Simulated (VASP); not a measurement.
# Zn (R-3m) in VASP: notebook, part 3 of 3

VASP 6.6.1. The steps go on from the part before.

## Step 5: Electric field gradients, r2SCAN (shortest bond scaled by 0.58)

File POSCAR:

```
Zn
1.0
    0.0000000000      2.6657071200      2.6657071200
    2.6657071200      0.0000000000      2.6657071200
    2.6657071200      2.6657071200      0.0000000000
Zn
2
Direct
   -0.2825000000     -0.0725000000     -0.0725000000
    0.2825000000      0.0725000000      0.0725000000
```

File INCAR.step1:

```
PREC     = Accurate       # precision mode
ENCUT    = 520            # plane-wave cutoff, eV
ISMEAR   = -1             # smearing method
SIGMA    = 0.05           # smearing width, eV
LREAL    = F              # projectors in reciprocal space
LASPH    = T              # aspherical terms in the spheres
NELM     = 60             # most SCF steps
NBANDS   = 19             # bands
GGA      = PE             # functional
ALGO     = Normal         # electronic algorithm
EDIFF    = 1E-4           # SCF threshold, eV
LWAVE    = T              # write WAVECAR
LCHARG   = F              # write CHGCAR
```

File INCAR.step2:

```
PREC     = Accurate       # precision mode
ENCUT    = 520            # plane-wave cutoff, eV
EDIFF    = 1E-8           # SCF threshold, eV
ISMEAR   = -1             # smearing method
SIGMA    = 0.05           # smearing width, eV
LREAL    = F              # projectors in reciprocal space
LASPH    = T              # aspherical terms in the spheres
NELM     = 60             # most SCF steps
ALGO     = Normal         # electronic algorithm
ISIF     = 2              # what is computed and relaxed
LWAVE    = F              # write WAVECAR
LCHARG   = F              # write CHGCAR
METAGGA  = R2SCAN         # meta-GGA
LMIXTAU  = T            
LEFG     = T            
NBANDS   = 19             # bands
ISTART   = 1
```

File KPOINTS:

```
regular mesh
0
Gamma
  10 10 10
```

Potentials or basis: VASP PAW PBE potentials, release 64 (Zn).

On the command line:

```sh
$ cat potpaw_PBE.64/Zn/POTCAR > POTCAR
$ cp INCAR.step1 INCAR
$ mpirun -np 1 vasp_std > vasp.out
$ cp INCAR.step2 INCAR
$ mpirun -np 1 vasp_std > vasp.out
```

OUTCAR:

```text
PREC = Accurate
   ENCUT = 520
   EDIFF = 1E-8
   ISMEAR = -1
   LREAL = F
   LASPH = T
   NELM = 60
   ISIF = 2
   METAGGA = R2SCAN
   ISTART = 1

 ion  position               nearest neighbor table
   1  0.718  0.928  0.928-   2 1.34   2 2.79   2 2.79   2 2.79
   2  0.282  0.072  0.072-   1 1.34   1 2.79   1 2.79   1 2.79

 -----------------------------------------------------------------------------
|                                                                             |
|           W    W    AA    RRRRR   N    N  II  N    N   GGGG   !!!           |
|           W    W   A  A   R    R  NN   N  II  NN   N  G    G  !!!           |
|           W    W  A    A  R    R  N N  N  II  N N  N  G       !!!           |
|           W WW W  AAAAAA  RRRRR   N  N N  II  N  N N  G  GGG   !            |
|           WW  WW  A    A  R   R   N   NN  II  N   NN  G    G                |
|           W    W  A    A  R    R  N    N  II  N    N   GGGG   !!!           |
|                                                                             |
|     The distance between some ions is very small. Please check the          |
|     nearest-neighbor list in the OUTCAR file.                               |
|     I HOPE YOU KNOW WHAT YOU ARE DOING!                                     |
|                                                                             |
 -----------------------------------------------------------------------------

  LATTYP: Found a face centered cubic cell.
 ALAT       =     5.3314142400

  Lattice vectors:

 A1 = (   0.0000000000,   2.6657071200,   2.6657071200)
 A2 = (   2.6657071200,   0.0000000000,   2.6657071200)
 A3 = (   2.6657071200,   2.6657071200,   0.0000000000)

Analysis of symmetry for initial positions (statically):
=====================================================================
 Subroutine PRICEL returns:
 Original cell was already a primitive cell.

 Routine SETGRP: Setting up the symmetry group for a
 face centered cubic supercell.

 Subroutine GETGRP returns: Found 12 space group operations
 (whereof  4 operations were pure point group operations)
 out of a pool of 48 trial point group operations.

The static configuration has the point symmetry C_2h.
 The point group associated with its full space group is D_3d.

Analysis of symmetry for dynamics (positions and initial velocities):
=====================================================================
 Subroutine PRICEL returns:
 Original cell was already a primitive cell.

 Routine SETGRP: Setting up the symmetry group for a
 face centered cubic supercell.

 Subroutine GETGRP returns: Found 12 space group operations
 (whereof  4 operations were pure point group operations)
 out of a pool of 48 trial point group operations.

The dynamic configuration has the point symmetry C_2h.
 The point group associated with its full space group is D_3d.

 Subroutine INISYM returns: Found 12 space group operations
 (whereof  4 operations are pure point group operations),
 and found     1 'primitive' translations

----------------------------------------------------------------------------------------

                                     Primitive cell

  volume of cell :      37.8850

  direct lattice vectors                    reciprocal lattice vectors
     0.000000000  2.665707120  2.665707120    -0.187567492  0.187567492  0.187567492
[... 102 lines left out ...]
   EFERMI_NEDOS =   21; number of points for ismear=-14 and -15
   IALGO  =     38    algorithm
   IMIX   =      4    mixing-type and parameters
     AMIX     =   0.40;   BMIX     =  1.00
     AMIX_MAG =   1.60;   BMIX_MAG =  1.00
  volume/ion in A,a.u.               =      18.94       127.83
  Fermi-wavevector in a.u.,A,eV,Ry     =   1.406013  2.656980 26.897002  1.976874
  Thomas-Fermi vector in A             =   2.528417
   LORBIT       =      0    0 simple, 1 ext, 2 COOP (PROOUT), +10 PAW based schemes
   METAGGA = R2SCAN    functional components
   LHFCALC =     F    Hartree Fock is set to
   AEXX    =    0.0000 exact exchange contribution
   IVDW    =     0    specifies the selected vdW correction
   LEPSILON=     F    determine dielectric tensor
   LRPA    =     F    only Hartree local field effects (RPA)
 non-spin polarized calculation
  energy-cutoff  :      520.00
  volume of cell :       37.88
 maximum number of plane-waves:      1034
   NGX = 13   NGY = 13   NGZ = 13

 number of electron      24.0000028 magnetization

 Free energy of the ion-electron system (eV)
  ---------------------------------------------------
  ext. energy  EPLUGINS =         0.00000000
  ---------------------------------------------------
  free energy    TOTEN  =         3.34216456 eV

  energy without entropy =        3.34650061  energy(sigma->0) =        3.34433259

 E-fermi :   1.6847     XC(G=0): -10.8722

 val. band max:        1.6610013626   @ k =   0.1000   0.4000   0.2000
 cond. band min:       1.7387888032   @ k =  -0.2000   0.3000   0.1000
 fundamental gap:      0.0777874406
 Fermi energy:         1.6847317397

 k-point     1 :       0.0000    0.0000    0.0000
  band No.  band energies     occupation
      1     -11.7349      2.00000
      2     -11.7349      2.00000
      3     -11.3269      2.00000
      4      -8.8501      2.00000
      5      -8.8501      2.00000
      6      -7.3414      2.00000
[... 505 lines left out ...]
      6      -7.2309      2.00000
[... 11 lines left out ...]
     18      13.7955      0.00000
     19      16.4467      0.00000

 [... further k-points ...]

------------------------ aborting loop because EDIFF is reached ----------------------------------------

  FORCE on cell =-STRESS in cart. coord.  units (eV):
  Direction    XX          YY          ZZ          XY          YZ          ZX
  --------------------------------------------------------------------------------------
  -------------------------------------------------------------------------------------
  Total       38.9409418     38.9409418     38.9409418    -40.3618681     40.3618681    -40.3618681
  in kB     1646.8336849   1646.8336849   1646.8336849  -1706.9254332   1706.9254332  -1706.9254332
  external PRESSURE =    1646.8336849 kB  Pullay stress =       0.0000000 kB

 VOLUME and BASIS-vectors are now :
 -----------------------------------------------------------------------------
  energy-cutoff  :      520.00
  volume of cell :       37.88
      direct lattice vectors                 reciprocal lattice vectors
     0.000000000  2.665707120  2.665707120    -0.187567492  0.187567492  0.187567492
     2.665707120  0.000000000  2.665707120     0.187567492 -0.187567492  0.187567492
     2.665707120  2.665707120  0.000000000     0.187567492  0.187567492 -0.187567492

 POSITION                                       TOTAL-FORCE (eV/Angst)
 -----------------------------------------------------------------------------------
      4.94489      4.38509      4.38509       -52.245542     52.245542     52.245542
      0.38653      0.94633      0.94633        52.245542    -52.245542    -52.245542
 -----------------------------------------------------------------------------------
    total drift:                               -0.000000     -0.000000     -0.000000

  FREE ENERGIE OF THE ION-ELECTRON SYSTEM (eV)
  ---------------------------------------------------
  free  energy   TOTEN  =         3.3421645574 eV

  energy  without entropy=        3.3465006132  energy(sigma->0) =        3.34433259

 Electric field gradients (V/A^2)
---------------------------------------------------------------------
 ion       V_xx      V_yy      V_zz      V_xy      V_xz      V_yz
---------------------------------------------------------------------
   1       0.001    -0.000    -0.000    10.854    10.854   -10.856
   2       0.001    -0.000    -0.000    10.854    10.854   -10.856
---------------------------------------------------------------------

 Electric field gradients after diagonalization (V/A^2)
 (convention: |V_zz| > |V_xx| > |V_yy|)
----------------------------------------------------------------------
 ion       V_xx      V_yy      V_zz     asymmetry (V_yy - V_xx)/ V_zz
----------------------------------------------------------------------
   1      10.855    10.853   -21.709       0.000
   2      10.855    10.853   -21.709       0.000
----------------------------------------------------------------------

           NMR quadrupolar parameters

 Cq : quadrupolar parameter    Cq=e*Q*V_zz/h
 eta: asymmetry parameters     (V_yy - V_xx)/ V_zz
 Q  : nuclear electric quadrupole moment in mb (millibarn)
----------------------------------------------------------------------
 ion       Cq(MHz)       eta       Q (mb)
----------------------------------------------------------------------
   1      -0.052       0.000       1.000
   2      -0.052       0.000       1.000
----------------------------------------------------------------------
```

It took 3 min on 1 thread of AMD EPYC 9R45 (Zen 5), shared host; peak memory 0.18 GiB.

Results:

```yaml
Free_energy: 3.3422 eV
Pressure: 164.7 GPa
Largest_force: 90.492 eV/Å
Band_gap_on_the_k_mesh: zero (bands 12 and 13 overlap by 7.29 eV)
Largest_electric_field_gradient_by_atom: Zn -21.7 V/Å²
```

Forces in eV/Å, atoms in the order of the input:
```
Zn  -52.246  52.246  52.246
Zn   52.246 -52.246 -52.246
```

Levels at points of the mesh, in eV from the Fermi level:
```
           k point  band 10  band 11  band 12  band 13  band 14  band 15
(0.00, 0.00, 0.00)    -8.08    -8.08     5.83     5.83     6.57     8.93
(0.50, 0.00, 0.00)    -7.68    -4.85    -4.55     3.50     3.50     9.03
(0.00, 0.50, 0.00)    -7.96    -5.33    -3.74     5.33     5.50     6.48
(0.50, 0.50, 0.00)    -7.62    -3.63    -3.21     0.99     3.03     3.20
```

Electric field gradients, principal values (V/Å²):
```
atom   least  middle  greatest (by size)
1 Zn  10.853  10.855             -21.709
2 Zn  10.853  10.855             -21.709
```

Caveat: the cell differs from its parent crystal (shortest bond scaled by 0.58); atoms lie so close that the PAW spheres overlap strongly, which falsifies energies and pressures; the cell stands under pressure; without QUAD_EFG the Cq values of the log hold for a quadrupole moment of 1 mb, not for the nuclei; the PAW data sets were made with another functional, which shifts forces and pressure a little.

## Step 6: Overview

```csv
cell,gap on the mesh (eV),pressure (GPa),largest force (eV/Å)
"as given, shortest bond scaled by 0.88",none,15.6,3.76
"as given, shortest bond scaled by 0.82",none,22.8,7.83
"as given, shortest bond scaled by 0.64",none,95.4,48.10
"as given, shortest bond scaled by 0.58",none,164.7,90.49
```

Some of these runs hold the atoms at other places in the same cell, which the table doesn't show; runs alike in all that it shows share one row.

Alike in all rows: task electric field gradients; level r2SCAN; potentials or basis VASP PAW PBE potentials, release 64 (Zn); no spin polarisation; k mesh 10 × 10 × 10; cutoff (eV) 520; smearing fermi-dirac 0.05 eV.

Caveats: the cell stands under pressure; the PAW data sets were made with another functional, which shifts forces and pressure a little; atoms lie so close that the PAW spheres overlap strongly, which falsifies energies and pressures (at least some runs).

Absolute energies hang on the potentials; compare differences alone.
